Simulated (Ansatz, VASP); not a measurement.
K in VASP and in Ansatz

The input INCAR:

```
PREC     = Accurate       # precision mode
ENCUT    = 520            # plane-wave cutoff, eV
EDIFF    = 1E-8           # SCF threshold, eV
ISMEAR   = -1             # smearing method
SIGMA    = 0.05           # smearing width, eV
LREAL    = F              # projectors in reciprocal space
LASPH    = T              # aspherical terms in the spheres
NELM     = 80             # most SCF steps
ALGO     = Normal         # electronic algorithm
ISIF     = 2              # what is computed and relaxed
LWAVE    = F              # write WAVECAR
LCHARG   = F              # write CHGCAR
GGA      = CA             # functional
LEFG     = T            
NBANDS   = 10             # bands
```

The input KPOINTS:

```
regular mesh
0
Gamma
  10 10 10
```

Contents of POSCAR:

```
K
1.0
   -2.6975585167      2.6975585167      2.6975585167
    2.6975585167     -2.6975585167      2.6975585167
    2.6975585167      2.6975585167     -2.6975585167
K
1
Direct
    0.0000000000      0.0000000000      0.0000000000
```

Input for Ansatz:

```yaml
crystal:
  lattice:
    - [-2.6975585167, 2.6975585167, 2.6975585167]
    - [2.6975585167, -2.6975585167, 2.6975585167]
    - [2.6975585167, 2.6975585167, -2.6975585167]
  atoms:
    - { symbol: K, position: [0.0, 0.0, 0.0] }
kpoints:
  mp_grid: { grid: [10, 10, 10] }
  band_path:
    path:
      - [0.0, 0.0, 0.0]
      - [0.5, -0.5, 0.5]
      - [0.0, 0.0, 0.5]
      - [0.0, 0.0, 0.0]
      - [0.25, 0.25, 0.25]
      - [0.5, -0.5, 0.5]
      - [0.25, 0.25, 0.25]
      - [0.0, 0.0, 0.5]
    npoints: 5
scf:
  occupations: { method: fermi_dirac, width: 0.05 }
hamiltonian:
  xc: lda
  pseudopotentials: { kind: paw }
output:
  forces: true
  stress: true
  eigenvalues: true
  efg: { contact_densities: true }
```

Alike in both runs: task electric field gradients; functional LDA; k mesh 10 × 10 × 10; occupations fermi-dirac, width 0.05 eV; no spin polarisation.

|  | VASP | Ansatz |
| --- | --- | --- |
| version | VASP 6.6.1 | Ansatz 0.2.0 |
| potentials or method | VASP PAW LDA potentials, release 64 (K_sv) | PAW with Ansatz's default frozen-core files, scalar-relativistic |
| plane-wave cutoff (eV) | 520 | 420 |
| valence electrons in the cell | 9 | 9 |

```csv
,VASP,Ansatz,Ansatz less VASP
pressure (GPa),-0.6,-0.6,+0.01
```

LDA's correlation is that of Perdew and Zunger in VASP and of Perdew and Wang (1992) in Ansatz.
